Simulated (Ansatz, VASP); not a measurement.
**Two plane-wave programs on ZnS**

```xyz
16
Lattice="3.7816 0.0000 0.0000 0.0000 6.2090 0.0000 0.0000 0.0000 25.9165" Properties=species:S:1:pos:R:3 pbc="T T T"
Zn    0.0000    5.8842    8.0230
Zn    1.8908    3.1782    8.4749
Zn    1.8908    6.2116   10.8226
Zn    0.0000    3.1290   11.8281
Zn    0.0000    6.2334   14.0884
Zn    1.8908    3.1072   15.0939
Zn    1.8908    6.2826   17.4416
Zn    0.0000    2.7797   17.8936
S     0.0000    3.7991    7.3320
S     1.8908    0.8005    8.6073
S     1.8908    3.8899   10.7323
S     0.0000    0.7995   11.8928
S     0.0000    3.9040   14.0237
S     1.8908    0.7854   15.1842
S     1.8908    3.9050   17.3092
S     0.0000    0.6946   18.5845
```

Alike in both runs: functional PBEsol; k mesh 7 × 5 × 1; occupations gaussian, width 0.05 eV; no spin polarisation.

Ansatz relaxed the structure, and its values are those at the end. VASP's run is a single point on that final structure, the one shown.

|  | VASP | Ansatz |
| --- | --- | --- |
| version | VASP 6.6.1 | Ansatz 0.2.0 |
| potentials or method | VASP PAW PBE potentials, release 64 (Zn, S), cutoff 520 eV | scalar-relativistic, plane waves, PAW |
| valence electrons in the cell | 144 | 144 |

```csv
,VASP,Ansatz,Ansatz less VASP
gap on the k mesh at the Fermi level (eV),2.24,2.23,-0.008
least direct gap on the mesh (eV),2.24,2.23,-0.008
rms of the force components (eV/Å),0.006,0.006,+0.0003
```

VASP's potentials were made for PBE, not for PBEsol.
